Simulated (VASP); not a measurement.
Here is a VASP 6.6.1 calculation.

Contents of POSCAR:

```
BN
1.0
    0.0000000000      1.7845230034      1.8107618871
    1.7845230034      0.0000000000      1.8107618871
    1.7845230034      1.7845230034      0.0000000000
B N
1 1
Direct
    0.0000000000      0.0000000000      0.0000000000
    0.2500000000      0.2500000000      0.2500000000
```

Contents of INCAR.step1:

```
SYSTEM = BN
  PREC = Accurate
  ENCUT = 500
  EDIFF = 1E-8
  ISMEAR = 0
  SIGMA = 0.01
  LREAL = .FALSE.
  LASPH = .TRUE.
  NELM = 100
  ALGO = Normal
  LWAVE = .TRUE.
  LCHARG = .FALSE.
  GGA = PS
```

File INCAR.step2:

```
SYSTEM = BN
  PREC = Accurate
  ENCUT = 500
  EDIFF = 1E-8
  ISMEAR = 0
  SIGMA = 0.01
  LREAL = .FALSE.
  LASPH = .TRUE.
  NELM = 1
  ALGO = Exact
  LWAVE = .TRUE.
  LCHARG = .FALSE.
  GGA = PS
  NBANDS = 67
  LOPTICS = .TRUE.
  ISTART = 1
```

File INCAR.step3:

```
SYSTEM = BN
  PREC = Accurate
  ENCUT = 500
  EDIFF = 1E-8
  ISMEAR = 0
  SIGMA = 0.01
  LREAL = .FALSE.
  LASPH = .TRUE.
  ALGO = EVGW0
  LWAVE = .FALSE.
  LCHARG = .FALSE.
  GGA = PS
  NELMGW = 1
  NBANDS = 67
  ENCUTGW = 180.0
  NOMEGA = 48
  PRECFOCK = Fast
  ISTART = 1
  NBANDSGW = 12
```

File KPOINTS:

```
Automatic mesh
0
G
  6 6 6
  0 0 0
```

Potentials or basis: VASP PAW PBE potentials, release 64 (B_GW, N_GW).

Command:

```console
$ cat potpaw_PBE.64/B_GW/POTCAR potpaw_PBE.64/N_GW/POTCAR > POTCAR
$ cp INCAR.step1 INCAR
$ mpirun -np 1 vasp_std > vasp.out
$ cp INCAR.step2 INCAR
$ mpirun -np 1 vasp_std > vasp.out
$ cp INCAR.step3 INCAR
$ mpirun -np 1 vasp_std > vasp.out
```

Problem. What does it give for the quasiparticle gap?

Solution. 5.92 eV.

Problem. Estimate the least direct quasiparticle gap.

Solution. 11.07 eV.

Problem. What does it give for the band gap on the k mesh, mean-field level?

Solution. 4.17 eV, indirect (least direct gap 8.79 eV).

Caveat: the k points lie up to 0.51 Å⁻¹ apart; bands, screening cutoff and mesh are small and nothing is extrapolated, so the quasiparticle values aren't converged. A k mesh can miss the band edges.
